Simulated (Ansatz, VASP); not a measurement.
# One calculation of Si4O7, two programs

File INCAR:

```
SYSTEM = Si4O7
ALGO = Normal
EDIFF = 1E-6
ENCUT = 520
GGA = PE
ISIF = 2
ISMEAR = 0
LASPH = .TRUE.
LCHARG = .FALSE.
LREAL = .FALSE.
LWAVE = .FALSE.
NBANDS = 40
NELM = 100
PREC = Accurate
SIGMA = 0.05
```

The input KPOINTS:

```
k-points
0
G
  6 6 6
  0 0 0
```

Contents of POSCAR:

```
Si4O7
1.0
    0.0000000000      4.2357990674     -2.6899428419
    0.0000000000     -4.2357990674     -2.6899428419
   -4.2357990674      0.0000000000      2.6899428419
Si O
4 7
Direct
    0.2500000000      0.7500000000      0.5000000000
    0.7500000000      0.2500000000      0.5000000000
    0.0000000000      0.0000000000      1.0000000000
    0.5000000000      0.5000000000      1.0000000000
    1.0000000000      0.3069827092      0.3069827092
    0.5569827092      0.7500000000      0.8069827092
    0.0569827092      0.2500000000      0.8069827092
    0.0000000000      0.6930172908      0.6930172908
    0.5000000000      0.1447629681      0.6447629681
    0.9430172908      0.7500000000      0.1930172908
    0.4430172908      0.2500000000      0.1930172908
```

Input for Ansatz:

```yaml
crystal:
  lattice:
    - [0.0, 4.2357990674, -2.6899428419]
    - [0.0, -4.2357990674, -2.6899428419]
    - [-4.2357990674, 0.0, 2.6899428419]
  atoms:
    - { symbol: Si, position: [0.25, 0.75, 0.5] }
    - { symbol: Si, position: [0.75, 0.25, 0.5] }
    - { symbol: Si, position: [0.0, 0.0, 1.0] }
    - { symbol: Si, position: [0.5, 0.5, 1.0] }
    - { symbol: O, position: [1.0, 0.3069827092, 0.3069827092] }
    - { symbol: O, position: [0.5569827092, 0.75, 0.8069827092] }
    - { symbol: O, position: [0.0569827092, 0.25, 0.8069827092] }
    - { symbol: O, position: [0.0, 0.6930172908, 0.6930172908] }
    - { symbol: O, position: [0.5, 0.1447629681, 0.6447629681] }
    - { symbol: O, position: [0.9430172908, 0.75, 0.1930172908] }
    - { symbol: O, position: [0.4430172908, 0.25, 0.1930172908] }
basis:
  ecutwfc: 420
kpoints:
  mp_grid: { grid: [6, 6, 6] }
hamiltonian:
  xc: pbe
  pseudopotentials: { kind: paw, azcp: { folder: soft_1 } }
scf:
  occupations: { method: gaussian, width: 0.05 }
output:
  forces: true
  stress: true
  eigenvalues: true
  write_density: true
  write_potential: true
  elf: true
  volumetric_format: npy
```

Change from the starting cell: O vacancy; atom 9 moved 0.125 of the way to it and +0.000 Å across, host rigid.

Alike in both runs: task single point; functional PBE; k mesh 6 × 6 × 6; occupations gaussian, width 0.05 eV; no spin polarisation.

```csv
,VASP,Ansatz
version,VASP 6.6.1,Ansatz 0.2.0
potentials or method,"VASP PAW PBE potentials, release 64 (Si, O), cutoff 520 eV","scalar-relativistic, plane waves, PAW"
valence electrons in the cell,58,58
```

Ansatz gave:

| Quantity | Value |
| --- | --- |
| gap on the k mesh at the Fermi level (eV) | 1.51 |
| least direct gap on the mesh (eV) | 1.92 |
| pressure (GPa) | 5.0 |
| traceless stress, the component that is largest in VASP (GPa) | 3.75 |
| rms of the force components (eV/Å) | 1.515 |

Task: Estimate VASP's values.

Result: gap on the k mesh at the Fermi level (eV): 1.50; least direct gap on the mesh (eV): 1.92; pressure (GPa): 5.2; traceless stress, the component that is largest in VASP (GPa): 4.29; rms of the force components (eV/Å): 1.525.

Atom by atom the forces differ by 0.016 eV/Å (rms over components).
